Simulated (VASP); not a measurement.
Wanted: the native input for a VASP 6.6.1 run.

| Quantity | Value |
| --- | --- |
| Task | single point |
| Functional | PBE |
| Potentials or basis | VASP PAW PBE potentials, release 64 (Al, Sb, P) |
| Cutoff | 520 eV |
| k mesh | 6 × 6 × 2 |
| Occupations | gaussian, width 0.1 eV |
| Spin | no spin polarisation |
| Dipole correction | no |
| Further INCAR settings | ALGO = Normal; EDIFF = 1e-06; NBANDS = 21 |

The structure of Al3Sb2P lies in POSCAR:

```
Al3Sb2P
1.0
    4.4454180600      0.0000000000      0.0000000000
   -2.2227090300      3.8498449700      0.0000000000
    0.0000000000      0.0000000000      7.8412368600
Al Sb P
3 2 1
Direct
    0.6666666700      0.3333333300      0.0130340000
    0.6666666700      0.3333333300      0.4613310100
    0.0000000000      0.0000000000      0.5436160000
    0.3333333300      0.6666666700      0.7714030100
    0.3333333300      0.6666666700      0.2373650100
    0.0000000000      0.0000000000      0.9732509900
```

These files were run (other wordings do the same):

INCAR

```
PREC     = Accurate       # precision mode
ENCUT    = 520            # plane-wave cutoff, eV
EDIFF    = 1E-6           # SCF threshold, eV
ISMEAR   = 0              # smearing method
SIGMA    = 0.1            # smearing width, eV
LREAL    = F              # projectors in reciprocal space
LASPH    = T              # aspherical terms in the spheres
NELM     = 60             # most SCF steps
ALGO     = Normal         # electronic algorithm
ISIF     = 2              # what is computed and relaxed
LWAVE    = F              # write WAVECAR
LCHARG   = T              # write CHGCAR
GGA      = PE             # functional
LELF     = T              # ELF
LVHAR    = T            
NBANDS   = 21             # bands
```

KPOINTS

```
Automatic mesh
0
Gamma
  6 6 2
```

Potentials or basis: VASP PAW PBE potentials, release 64 (Al, Sb, P).

Run with:

```console
$ cat potpaw_PBE.64/Al/POTCAR potpaw_PBE.64/Sb/POTCAR potpaw_PBE.64/P/POTCAR > POTCAR
$ mpirun -np 1 vasp_std > vasp.out
```

It gave:

| Property | Result |
| --- | --- |
| Pressure | -2.9 GPa |
| Largest force | 0.696 eV/Å |
| Band gap on the k mesh | zero (band 12 reaches 7.27 eV, above the bottom of band 13 at 6.67 eV) |

Caveat: the k points lie up to 0.40 Å⁻¹ apart; spin-orbit coupling is left out, which moves the levels of the heavy elements.

It took 22 s on 1 thread of Intel(R) Xeon(R) 6975P-C (Granite Rapids) (shared host), peak memory 0.26 GiB.
